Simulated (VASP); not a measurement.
# Re (Immm) in VASP: notebook

The runs below take Re through single point, with r2SCAN.

Everything below comes from runs of VASP 6.6.1. Logs are shortened: lines on timing, memory, paths and dates and some standing lists are left out, and cuts for length are marked.

## 1. The cell of the first run

It takes space group Immm (No. 71, orthorhombic). Conventional cell: a = 2.765 Å, b = 2.821 Å, c = 3.950 Å, α = 90.00°, β = 90.00°, γ = 90.00°. Within 3.6 Å of Re (site symmetry mmm) lie 12 Re at 2.77 to 2.82 Å.

## 2. Single point, r2SCAN (strain -0.0200 x Voigt [0, 0, 0, 0, 0, 1])

File POSCAR:

```
Re
1.0
   -0.0197500000      1.9750000000      1.9750000000
    1.9750000000     -0.0197500000      1.9750000000
    1.9552500000      1.9552500000      0.0000000000
Re
1
Direct
    0.0000000000      0.0000000000      0.0000000000
```

File INCAR.step1:

```
SYSTEM = Re
ALGO     = Normal         ! electronic algorithm
EDIFF    = 1E-4           ! SCF threshold, eV
ENCUT    = 520            ! plane-wave cutoff, eV
GGA      = PE             ! functional
ISMEAR   = 0              ! smearing method
LASPH    = .TRUE.         ! aspherical terms in the spheres
LCHARG   = .FALSE.        ! write CHGCAR
LREAL    = .FALSE.        ! projectors in reciprocal space
LWAVE    = .TRUE.         ! write WAVECAR
NBANDS   = 10             ! bands
NELM     = 80             ! most SCF steps
PREC     = Accurate       ! precision mode
SIGMA    = 0.15           ! smearing width, eV
```

File INCAR.step2:

```
SYSTEM = Re
ALGO     = Normal         ! electronic algorithm
EDIFF    = 1E-6           ! SCF threshold, eV
ENCUT    = 520            ! plane-wave cutoff, eV
ISIF     = 2              ! what is computed and relaxed
ISMEAR   = 0              ! smearing method
ISTART   = 1            
LASPH    = .TRUE.         ! aspherical terms in the spheres
LCHARG   = .FALSE.        ! write CHGCAR
LMIXTAU  = .TRUE.       
LREAL    = .FALSE.        ! projectors in reciprocal space
LWAVE    = .FALSE.        ! write WAVECAR
METAGGA  = R2SCAN         ! meta-GGA
NBANDS   = 10             ! bands
NELM     = 80             ! most SCF steps
PREC     = Accurate       ! precision mode
SIGMA    = 0.15           ! smearing width, eV
```

File KPOINTS:

```
k-points
0
G
  20 20 20
  0 0 0
```

Potentials or basis: VASP PAW PBE potentials, release 64 (Re).

Command:

```
$ cat potpaw_PBE.64/Re/POTCAR > POTCAR
$ cp INCAR.step1 INCAR
$ mpirun -np 1 vasp_std > vasp.out
$ cp INCAR.step2 INCAR
$ mpirun -np 1 vasp_std > vasp.out
```

OUTCAR:

```text
SYSTEM = Re
   EDIFF = 1E-6
   ENCUT = 520
   ISIF = 2
   ISMEAR = 0
   ISTART = 1
   LASPH = .TRUE.
   LREAL = .FALSE.
   METAGGA = R2SCAN
   NELM = 80
   PREC = Accurate

 ion  position               nearest neighbor table
   1  0.000  0.000  0.000-

  LATTYP: Found a body centered orthorhombic cell.
 ALAT       =     2.7651410678
 B/A-ratio  =     1.0202020202
 C/A-ratio  =     1.4284985479

  Lattice vectors:

 A1 = (   0.0197500000,  -1.9750000000,  -1.9750000000)
 A2 = (  -0.0197500000,   1.9750000000,  -1.9750000000)
 A3 = (   1.9750000000,  -0.0197500000,   1.9750000000)

Analysis of symmetry for initial positions (statically):
=====================================================================
 Subroutine PRICEL returns:
 Original cell was already a primitive cell.

 Routine SETGRP: Setting up the symmetry group for a
 body centered orthorhombic supercell.

 Subroutine GETGRP returns: Found  8 space group operations
 (whereof  8 operations were pure point group operations)
 out of a pool of  8 trial point group operations.

The static configuration has the point symmetry D_2h.

Analysis of symmetry for dynamics (positions and initial velocities):
=====================================================================
 Subroutine PRICEL returns:
 Original cell was already a primitive cell.

 Routine SETGRP: Setting up the symmetry group for a
 body centered orthorhombic supercell.

 Subroutine GETGRP returns: Found  8 space group operations
 (whereof  8 operations were pure point group operations)
 out of a pool of  8 trial point group operations.

The dynamic configuration has the point symmetry D_2h.

 Subroutine INISYM returns: Found  8 space group operations
 (whereof  8 operations are pure point group operations),
 and found     1 'primitive' translations

----------------------------------------------------------------------------------------

                                     Primitive cell

  volume of cell :      15.4059

  direct lattice vectors                    reciprocal lattice vectors
    -0.019750000  1.975000000  1.975000000    -0.250657977  0.250657977  0.253164557
     1.975000000 -0.019750000  1.975000000     0.250657977 -0.250657977  0.253164557
     1.955250000  1.955250000  0.000000000     0.255721775  0.255721775 -0.253164557

  length of vectors
     2.793141612  2.793141612  2.765141068     0.435604334  0.435604334  0.441451634

  position of ions in fractional coordinates (direct lattice)
     0.000000000  0.000000000  0.000000000

  ion indices of the primitive-cell ions
   primitive index   ion index
                 1           1

----------------------------------------------------------------------------------------

 KPOINTS: k-points

Automatic generation of k-mesh.
 Grid dimensions read from file:
 generate k-points for:   20   20   20

 Generating k-lattice:

  Cartesian coordinates                     Fractional coordinates (reciprocal lattice)
    -0.012532899  0.012532899  0.012658228     0.050000000  0.000000000  0.000000000
     0.012532899 -0.012532899  0.012658228     0.000000000  0.050000000  0.000000000
     0.012786089  0.012786089 -0.012658228    -0.000000000 -0.000000000  0.050000000

  Length of vectors
     0.021780217  0.021780217  0.022072582

  Shift w.r.t. Gamma in fractional coordinates (k-lattice)
     0.000000000  0.000000000  0.000000000

 Subroutine IBZKPT returns following result:
 ===========================================

 Found   1166 irreducible k-points:

 Following reciprocal coordinates:
            Coordinates               Weight
  0.000000  0.000000  0.000000      1.000000
  0.050000  0.000000  0.000000      4.000000
  0.100000  0.000000  0.000000      4.000000
  0.150000  0.000000  0.000000      4.000000
  0.200000  0.000000  0.000000      4.000000
  0.250000 -0.000000  0.000000      4.000000
[... 16 lines left out ...]
 -0.400000  0.050000  0.000000      4.000000
 -0.350000  0.050000  0.000000      4.000000
 [... further k-points ...]
   k-points           NKPTS =   1166   k-points in BZ     NKDIM =   1166   number of bands    NBANDS=     10
   number of dos      NEDOS =    301   number of ions     NIONS =      1
   total plane-waves  NPLWV =  13824
   dimension x,y,z NGX =    24 NGY =   24 NGZ =   24
   dimension x,y,z NGXF=    48 NGYF=   48 NGZF=   48
   ions per type =               1
   NGX,Y,Z   is equivalent  to a cutoff of  14.28, 14.28, 14.43 a.u.
   NGXF,Y,Z  is equivalent  to a cutoff of  28.57, 28.57, 28.86 a.u.
 SYSTEM =  Re
   PREC   = accura    normal or accurate (medium, high low for compatibility)
   ISTART =      1    job   : 0-new  1-cont  2-samecut
   ICHARG =      0    charge: 1-file 2-atom 10-const
   ISPIN  =      1    spin polarized calculation?
   LNONCOLLINEAR =      F non collinear calculations
   LSORBIT =      F    spin-orbit coupling
   LASPH  =      T    aspherical Exc in radial PAW
   ENCUT  =  520.0 eV  38.22 Ry    6.18 a.u.   5.19  5.19  5.14*2*pi/ulx,y,z
   NELM   =     80;   NELMIN=  2; NELMDL=  0     # of ELM steps
   EDIFF  = 0.1E-05   stopping-criterion for ELM
   LREAL  =      F    real-space projection
   EDIFFG = 0.1E-04   stopping-criterion for IOM
   NSW    =      0    number of steps for IOM
   IBRION =     -1    ionic relax: 0-MD 1-quasi-New 2-CG
   NFREE  =      0    steps in history (QN), initial steepest desc. (CG)
   ISIF   =      2    stress and relaxation
   ISYM   =      2    0-nonsym 1-usesym 2-fastsym
   POTIM  = 0.5000    time-step for ionic-motion
   TEBEG  =    0.0;   TEEND  =   0.0 temperature during run
   PSTRESS=    0.0 pullay stress
   NELECT =       7.0000    total number of electrons
   NUPDOWN=      -1.0000    fix difference up-down
   EMIN   =  10.00;   EMAX   =-10.00  energy-range for DOS
   EFERMI =   0.00;   METHOD = LEGACY
   ISMEAR =     0;   SIGMA  =   0.15  broadening in eV -4-tet -1-fermi 0-gaus
   EFERMI_NEDOS =   21; number of points for ismear=-14 and -15
   IALGO  =     38    algorithm
   IMIX   =      4    mixing-type and parameters
     AMIX     =   0.40;   BMIX     =  1.00
     AMIX_MAG =   1.60;   BMIX_MAG =  1.00
  volume/ion in A,a.u.               =      15.41       103.96
  Fermi-wavevector in a.u.,A,eV,Ry     =   1.258572  2.378357 21.551691  1.584005
  Thomas-Fermi vector in A             =   2.392175
   LORBIT       =      0    0 simple, 1 ext, 2 COOP (PROOUT), +10 PAW based schemes
   METAGGA = R2SCAN    functional components
   LHFCALC =     F    Hartree Fock is set to
   AEXX    =    0.0000 exact exchange contribution
   IVDW    =     0    specifies the selected vdW correction
   LEPSILON=     F    determine dielectric tensor
   LRPA    =     F    only Hartree local field effects (RPA)
 non-spin polarized calculation
 Gauss-broadening in eV      SIGMA  =   0.15
  energy-cutoff  :      520.00
  volume of cell :       15.41
 maximum number of plane-waves:       428
 NGX is ok and might be reduce to    24
   NGX = 11   NGY = 11   NGZ = 11

 number of electron       7.0000000 magnetization

 Free energy of the ion-electron system (eV)
  ---------------------------------------------------
  ext. energy  EPLUGINS =         0.00000000
  ---------------------------------------------------
  free energy    TOTEN  =       -52.35983365 eV

  energy without entropy =      -52.35084151  energy(sigma->0) =      -52.35533758

 E-fermi :   7.4464     XC(G=0): -14.7090

 val. band max:        7.4461508675   @ k =  -0.0500   0.2000   0.4500
 cond. band min:       7.4477074072   @ k =   0.2000  -0.0000   0.3000
 fundamental gap:      0.0015565397
 Fermi energy:         7.4464355250

 k-point     1 :       0.0000    0.0000    0.0000
  band No.  band energies     occupation
      1      -2.8986      2.00000
      2       5.3326      2.00000
      3       5.5066      2.00000
      4       5.7093      2.00000
      5       8.7090      0.00000
      6       8.7100      0.00000
      7      21.8812      0.00000
      8      27.4171      0.00000
      9      27.7267      0.00000
     10      28.0354      0.00000

 k-point     2 :       0.0500    0.0000    0.0000
  band No.  band energies     occupation
      1      -2.7843      2.00000
      2       5.2876      2.00000
      3       5.5245      2.00000
      4       5.7621      2.00000
      5       8.6706      0.00000
      6       8.6718      0.00000
      7      22.0996      0.00000
      8      26.8766      0.00000
      9      27.8476      0.00000
     10      28.2354      0.00000

 k-point     3 :       0.1000    0.0000    0.0000
  band No.  band energies     occupation
      1      -2.4509      2.00000
      2       5.1084      2.00000
      3       5.6320      2.00000
      4       5.9039      2.00000
      5       8.5778      0.00000
      6       8.5851      0.00000
      7      22.7114      0.00000
      8      25.6518      0.00000
      9      28.4393      0.00000
     10      28.8208      0.00000

 k-point     4 :       0.1500    0.0000    0.0000
  band No.  band energies     occupation
      1      -1.9288      2.00000
      2       4.8567      2.00000
      3       5.7838      2.00000
      4       6.0793      2.00000
      5       8.5069      0.00000
      6       8.5251      0.00000
      7      23.5007      0.00000
      8      24.4488      0.00000
      9      29.3984      0.00000
     10      29.7512      0.00000
[... 222 lines left out ...]
 k-point    22 :      -0.4500    0.0500    0.0000
  band No.  band energies     occupation
      1       0.6083      2.00000
      2       5.1666      2.00000
      3       5.6570      2.00000
      4       6.9915      1.99998
      5      10.9750      0.00000
      6      11.2593      0.00000
      7      17.1911      0.00000
      8      21.7754      0.00000
      9      27.7118      0.00000
     10      28.6157      0.00000

 k-point    23 :      -0.4000    0.0500    0.0000
  band No.  band energies     occupation
      1       0.5831      2.00000
      2       5.2625      2.00000
      3       5.7304      2.00000
      4       6.3834      2.00000
      5      10.5142      0.00000
      6      11.0075      0.00000
      7      18.0497      0.00000
      8      22.2152      0.00000
      9      28.1293      0.00000
     10      29.5943      0.00000

 k-point    24 :      -0.3500    0.0500    0.0000
  band No.  band energies     occupation
      1       0.4794      2.00000
      2       5.4126      2.00000
      3       5.5762      2.00000
      4       5.8679      2.00000
      5       9.8962      0.00000
      6      10.5522      0.00000
      7      19.2291      0.00000
      8      23.0543      0.00000
      9      29.0144      0.00000
     10      31.0677      0.00000

 [... further k-points ...]
[... 5 lines left out ...]
  --------------------------------------------------------------------------------------
  -------------------------------------------------------------------------------------
  Total       -1.4879396     -1.4879396     -1.5042459      0.4021164      0.0000000      0.0000000
  in kB     -154.7419293   -154.7419293   -156.4377476     41.8190830      0.0000000      0.0000000
  external PRESSURE =    -155.3072020 kB  Pullay stress =       0.0000000 kB

 VOLUME and BASIS-vectors are now :
 -----------------------------------------------------------------------------
  energy-cutoff  :      520.00
  volume of cell :       15.41
      direct lattice vectors                 reciprocal lattice vectors
    -0.019750000  1.975000000  1.975000000    -0.250657977  0.250657977  0.253164557
     1.975000000 -0.019750000  1.975000000     0.250657977 -0.250657977  0.253164557
     1.955250000  1.955250000  0.000000000     0.255721775  0.255721775 -0.253164557

 POSITION                                       TOTAL-FORCE (eV/Angst)
 -----------------------------------------------------------------------------------
      0.00000      0.00000      0.00000        -0.000000      0.000000      0.000000
 -----------------------------------------------------------------------------------
    total drift:                               -0.000000      0.000000      0.000000

  FREE ENERGIE OF THE ION-ELECTRON SYSTEM (eV)
  ---------------------------------------------------
  free  energy   TOTEN  =       -52.3598336469 eV

  energy  without entropy=      -52.3508415080  energy(sigma->0) =      -52.35533758
```

Run time: 5.7 min. Hardware: 1 thread of Intel Xeon Platinum 8488C (Sapphire Rapids), shared host; peak memory 0.31 GiB.

Results:

```yaml
Free_energy: -52.3598 eV
Pressure: -15.5 GPa
Band_gap_on_the_k_mesh: zero (an odd number of electrons rules out a gap without spin polarisation)
```

Stress tensor (GPa, compression positive):
```
-15.47   4.18   0.00
  4.18 -15.47   0.00
  0.00   0.00 -15.64
```

Caveat: the cell differs from its parent crystal (strain -0.0200 x Voigt [0, 0, 0, 0, 0, 1]); the cell stands under tension; the PAW data sets were made with another functional, which shifts forces and pressure a little; spin-orbit coupling is left out, which moves the levels of the heavy elements.

## 3. Single point, r2SCAN (strain +0.0150 x Voigt [0, 0, 0, 0, 0, 1])

File POSCAR:

```
Re
1.0
    0.0148125000      1.9750000000      1.9750000000
    1.9750000000      0.0148125000      1.9750000000
    1.9898125000      1.9898125000      0.0000000000
Re
1
Direct
    0.0000000000      0.0000000000      0.0000000000
```

File INCAR.step1:

```
PREC = Accurate
ENCUT = 520
ISMEAR = 0
SIGMA = 0.15
LREAL = F
LASPH = T
NELM = 100
NBANDS = 10
GGA = PE
ALGO = Normal
EDIFF = 1E-4
LWAVE = T
LCHARG = F
```

File INCAR.step2:

```
PREC = Accurate
ENCUT = 520
EDIFF = 1E-6
ISMEAR = 0
SIGMA = 0.15
LREAL = F
LASPH = T
NELM = 100
ALGO = Normal
ISIF = 2
LWAVE = F
LCHARG = F
METAGGA = R2SCAN
LMIXTAU = T
NBANDS = 10
ISTART = 1
```

File KPOINTS:

```
regular mesh
0
Gamma
  20 20 20
```

Potentials or basis: VASP PAW PBE potentials, release 64 (Re).

Command:

```
$ cat potpaw_PBE.64/Re/POTCAR > POTCAR
$ cp INCAR.step1 INCAR
$ mpirun -np 1 vasp_std > vasp.out
$ cp INCAR.step2 INCAR
$ mpirun -np 1 vasp_std > vasp.out
```

Wall time 5.6 min (1 thread of Intel Xeon Platinum 8488C (Sapphire Rapids), shared host); peak memory 0.31 GiB.

It converged, with:

```
Free energy            : -52.3615 eV
Pressure               : -15.6 GPa
Band gap on the k mesh : zero (an odd number of electrons rules out a gap without spin polarisation)
```

Stress tensor (GPa, compression positive):
```
-15.56  -3.14   0.00
 -3.14 -15.56   0.00
  0.00   0.00 -15.66
```

Levels at points of the mesh, in eV from the Fermi level:
```tsv
k point	band 1	band 2	band 3	band 4	band 5	band 6	band 7	band 8
(0.00, 0.00, 0.00)	-10.35	-2.07	-1.93	-1.79	1.26	1.26	14.44	20.05
(0.50, 0.00, 0.00)	-6.90	-2.20	-1.99	0.08	3.60	3.76	9.88	13.87
(0.50, 0.50, 0.00)	-6.74	-5.94	2.59	3.66	4.32	4.33	12.20	12.76
(0.00, 0.00, 0.50)	-6.93	-2.15	-1.93	-0.08	3.55	3.71	9.65	14.00
(0.50, 0.00, 0.50)	-6.74	-5.94	2.60	3.64	4.32	4.33	12.48	12.48
```

Caveat: the cell differs from its parent crystal (strain +0.0150 x Voigt [0, 0, 0, 0, 0, 1]); the cell stands under tension; the PAW data sets were made with another functional, which shifts forces and pressure a little; spin-orbit coupling is left out, which moves the levels of the heavy elements.
